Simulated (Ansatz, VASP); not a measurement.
## Ir: VASP beside Ansatz

INCAR

```
PREC = Accurate ; ENCUT = 520
EDIFF = 1E-6 ; ISMEAR = 0
SIGMA = 0.15 ; LREAL = F
LASPH = T ; NELM = 100
ALGO = Normal ; ISIF = 2
LWAVE = F ; LCHARG = F
GGA = PS ; NBANDS = 10
```

The input KPOINTS:

```
regular mesh
0
Gamma
  22 22 22
```

The input POSCAR:

```
Ir
1.0
    0.0000000000      1.7661240000      1.9197000000
    1.7661240000      0.0000000000      1.9197000000
    1.7661240000      1.7661240000      0.0000000000
Ir
1
Direct
    0.0000000000      0.0000000000      0.0000000000
```

Input for Ansatz:

```yaml
crystal:
  lattice:
    - [0.0, 1.766124, 1.9197]
    - [1.766124, 0.0, 1.9197]
    - [1.766124, 1.766124, 0.0]
  atoms:
    - { symbol: Ir, position: [0.0, 0.0, 0.0] }
basis:
  ecutwfc: 420
kpoints:
  mp_grid: { grid: [22, 22, 22] }
hamiltonian:
  xc: pbesol
scf:
  occupations: { method: gaussian, width: 0.15 }
output:
  forces: true
  stress: true
  eigenvalues: true
```

Change from the starting cell: strain -0.080 along x and y, +0.000 along z, atoms carried along.

Alike in both runs: task single point; functional PBEsol; k mesh 22 × 22 × 22; occupations gaussian, width 0.15 eV; no spin polarisation.

```csv
,VASP,Ansatz
version,VASP 6.6.1,Ansatz 0.2.0
potentials or method,"VASP PAW PBE potentials, release 64 (Ir), cutoff 520 eV","scalar-relativistic, plane waves, PAW"
valence electrons in the cell,9,17
```

```tsv
	VASP	Ansatz	Ansatz less VASP
gap on the k mesh at the Fermi level (eV)	none	none	-
pressure (GPa)	97.5	94.2	-3.21
traceless stress, the component that is largest in VASP (GPa)	-34.20	-34.17	+0.035
```

VASP's potentials were made for PBE, not for PBEsol. A gap of «none» marks a metal or a gap that the smearing closes. Both programs put the cell under a high pressure, so it lies far from rest at this level. The functional is the same, so the differences come from potentials, cutoffs and numerics. VASP's potentials hold 9 valence electrons a cell and Ansatz's 17, so a difference there can come from the potentials and not from the codes.

Spin-orbit coupling is off throughout. Noted on VASP's run: the cell as given lies far from equilibrium.
